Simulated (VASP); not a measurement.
The system is SnO.

```
Sn O
1.0
     4.12550    0.00000    0.00000
    -2.06275    3.57279    0.00000
     0.00000    0.00000    5.18540
Sn O
2 2
Direct
  0.33333 0.66667 0.25000
  0.66667 0.33333 0.75000
  0.66667 0.33333 0.25000
  0.33333 0.66667 0.75000
```

Program: VASP 6.6.1. Alike in all runs: task single point; level r2SCAN; potentials or basis VASP PAW PBE potentials, release 64 (Sn_d, O); no spin polarisation; cell as given; cutoff (eV) 520; smearing gaussian 0.01 eV.

Problem. Order these runs on this cell by their band gap on the k mesh, lowest first.
A. k mesh 8 × 8 × 1
B. k mesh 6 × 6 × 4
C. k mesh 6 × 6 × 4, shifted

Solution. B (0.57 eV), C (0.94 eV), A (2.01 eV).

Caveats: some runs use coarse meshes; spin-orbit coupling is left out, which moves the levels of the heavy elements.

A k mesh can miss the band edges.
